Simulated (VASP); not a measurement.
Input of a VASP 6.6.1 run:

File POSCAR:

```
SiGe
1.0
    3.9087805968      0.0000000000      0.0000000000
   -1.9543902984      3.3851032946      0.0000000000
    0.0000000000      0.0000000000      6.3891428705
Si Ge
2 2
Direct
    0.6666666669      0.3333333331      0.8751381840
    0.3333333331      0.6666666669      0.3751381840
    0.6666666664      0.3333333336      0.4998608160
    0.3333333336      0.6666666664     -0.0001391840
```

The input INCAR.step1:

```
PREC = Accurate
ENCUT = 520
ISMEAR = 0
SIGMA = 0.02
LREAL = False
LASPH = True
NELM = 100
NBANDS = 26
GGA = PE
ALGO = Normal
EDIFF = 1E-4
LWAVE = True
LCHARG = False
```

INCAR.step2

```
PREC = Accurate
ENCUT = 520
EDIFF = 1E-7
ISMEAR = 0
SIGMA = 0.02
LREAL = False
LASPH = True
NELM = 100
ALGO = Normal
ISIF = 2
LWAVE = False
LCHARG = False
METAGGA = R2SCAN
LMIXTAU = True
NBANDS = 26
ISTART = 1
```

File KPOINTS:

```
regular mesh
0
Gamma
  12 12 4
```

Potentials or basis: VASP PAW PBE potentials, release 64 (Si, Ge_d).

The run is started by

```sh
$ cat potpaw_PBE.64/Si/POTCAR potpaw_PBE.64/Ge_d/POTCAR > POTCAR
$ cp INCAR.step1 INCAR
$ mpirun -np 1 vasp_std > vasp.out
$ cp INCAR.step2 INCAR
$ mpirun -np 1 vasp_std > vasp.out
```

(1) Estimate the pressure.

(2) What does it give for the band gap on the k mesh?

(3) What does it give for the largest force?

Answers

(1) 0.6 GPa.

(2) 0.61 eV (least direct gap 0.68 eV).

(3) 0.004 eV/Å.

Caveat: the cell differs from its parent crystal (uniaxial strain along c: -1.0 %, then relaxed in part); semilocal functionals underestimate gaps, and a narrow one can read as zero; the PAW data sets were made with another functional, which shifts forces and pressure a little.
